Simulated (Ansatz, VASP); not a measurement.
This is a calculation of Pb for Ansatz 0.2.0.

Contents of input.yaml:

```yaml
crystal:
  lattice:
    - [-1.9796595667, 1.9796595667, 1.9796595667]
    - [1.9796595667, -1.9796595667, 1.9796595667]
    - [1.9796595667, 1.9796595667, -1.9796595667]
  atoms:
    - { symbol: Pb, position: [0.0, 0.0, 0.0] }
hamiltonian:
  xc: lda
  pseudopotentials: { kind: paw }
kpoints:
  mp_grid: { grid: [9, 9, 9] }
scf:
  occupations: { method: fermi_dirac, width: 0.05 }
output:
  forces: true
  stress: true
  eigenvalues: true
```

Potentials or basis: Ansatz PAW.

Command:

```sh
$ ansatz run input.yaml --threads 2 --pin off --max-ram 5632MiB --backend cpu --events-out ev --progress --plain --runs-dir out
```

Task: Translate it to VASP 6.6.1. Potentials there: VASP PAW LDA potentials, release 64 (Pb_d).

Result: As run (the cutoff follows the program's own potentials):

The input INCAR:

```
PREC = Accurate
ENCUT = 520
EDIFF = 1E-6
ISMEAR = -1
SIGMA = 0.05
LREAL = F
LASPH = T
NELM = 100
ALGO = Normal
ISIF = 2
LWAVE = F
LCHARG = F
NBANDS = 13
```

The input KPOINTS:

```
regular mesh
0
Gamma
  9 9 9
```

The input POSCAR:

```
Pb
1.0
   -1.9796595667      1.9796595667      1.9796595667
    1.9796595667     -1.9796595667      1.9796595667
    1.9796595667      1.9796595667     -1.9796595667
Pb
1
Direct
    0.0000000000      0.0000000000      0.0000000000
```

Potentials or basis: VASP PAW LDA potentials, release 64 (Pb_d).

The run is started by

```sh
$ cat potpaw_LDA.64/Pb_d/POTCAR > POTCAR
$ mpirun -np 1 vasp_std > vasp.out
```

Both were run:

|  | VASP | Ansatz | Ansatz less VASP |
| --- | --- | --- | --- |
| gap on the k mesh at the Fermi level (eV) | none | none | - |
| pressure (GPa) | -3.3 | -3.4 | -0.08 |

LDA's correlation is that of Perdew and Zunger in VASP and of Perdew and Wang (1992) in Ansatz. A gap of «none» marks a metal or a gap that the smearing closes.

Neither program's run includes spin-orbit coupling.
